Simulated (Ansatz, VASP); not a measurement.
## NaI in VASP and in Ansatz

```
CELL_PARAMETERS angstrom
0.04896 3.28872 3.28872
3.28872 0.04896 3.28872
3.28872 3.28872 0.04896
ATOMIC_POSITIONS crystal
Na 0.00000 0.00000 0.00000
I 0.50000 0.50000 0.50000
```

Alike in both runs: task single point; functional PBE; k mesh 11 × 11 × 11; occupations fermi-dirac, width 0.08 eV; no spin polarisation.

|  | VASP | Ansatz |
| --- | --- | --- |
| version | VASP 6.6.1 | Ansatz 0.2.0 |
| potentials or method | VASP PAW PBE potentials, release 64 (Na_pv, I), cutoff 520 eV | all-electron LAPW, scalar-relativistic |

|  | VASP | Ansatz | Ansatz less VASP |
| --- | --- | --- | --- |
| gap on the k mesh at the Fermi level (eV) | 3.54 | 3.54 | +0.004 |
| pressure (GPa) | 0.0 | 0.0 | -0.01 |
| traceless stress, the component that is largest in VASP (GPa) | -0.11 | -0.11 | 0.000 |

Ansatz ran all-electron here, and VASP with PAW potentials.

Spin-orbit coupling is off throughout.
